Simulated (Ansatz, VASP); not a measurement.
Rb in VASP and in Ansatz

File INCAR:

```
PREC = Accurate
ENCUT = 520
EDIFF = 1E-6
ISMEAR = 0
SIGMA = 0.15
LREAL = False
LASPH = True
NELM = 100
ALGO = Normal
ISIF = 2
LWAVE = False
LCHARG = False
NBANDS = 16
```

Contents of KPOINTS:

```
Automatic mesh
0
Gamma
  12 12 6
```

The input POSCAR:

```
Rb
1.0
    4.5793862784      0.0000000000      0.0000000000
   -2.2896931392      4.4065165009      0.0000000000
    0.0000000000      0.0000000000      8.4420579800
Rb
2
Direct
    0.3333333333      0.6666666667      0.2500000000
    0.6666666667      0.3333333333      0.7500000000
```

Input for Ansatz:

```yaml
crystal:
  lattice:
    - [4.5793862784, 0.0, 0.0]
    - [-2.2896931392, 4.4065165009, 0.0]
    - [0.0, 0.0, 8.44205798]
  atoms:
    - { symbol: Rb, position: [0.3333333333, 0.6666666667, 0.25] }
    - { symbol: Rb, position: [0.6666666667, 0.3333333333, 0.75] }
basis:
  ecutwfc: 420
kpoints:
  mp_grid: { grid: [12, 12, 6] }
hamiltonian:
  xc: lda
scf:
  occupations: { method: gaussian, width: 0.15 }
output:
  forces: true
  stress: true
  eigenvalues: true
```

Change from the starting cell: strain -0.1000 x Voigt [1, 0, 0, 0, 0, 0], atoms carried along.

Alike in both runs: task single point; functional LDA; k mesh 12 × 12 × 6; occupations gaussian, width 0.15 eV; no spin polarisation.

|  | VASP | Ansatz |
| --- | --- | --- |
| version | VASP 6.6.1 | Ansatz 0.2.0 |
| potentials or method | VASP PAW LDA potentials, release 64 (Rb_sv), cutoff 520 eV | scalar-relativistic, plane waves, PAW |
| valence electrons in the cell | 18 | 18 |

```csv
,VASP,Ansatz,Ansatz less VASP
gap on the k mesh at the Fermi level (eV),none,none,-
pressure (GPa),-0.2,-0.2,0.00
"traceless stress, the component that is largest in VASP (GPa)",0.26,0.26,-0.001
rms of the force components (eV/Å),0.008,0.008,-0.0001
```

LDA's correlation is that of Perdew and Zunger in VASP and of Perdew and Wang (1992) in Ansatz. Atom by atom the forces differ by 0.000 eV/Å (rms over components). A gap of «none» marks a metal or a gap that the smearing closes.
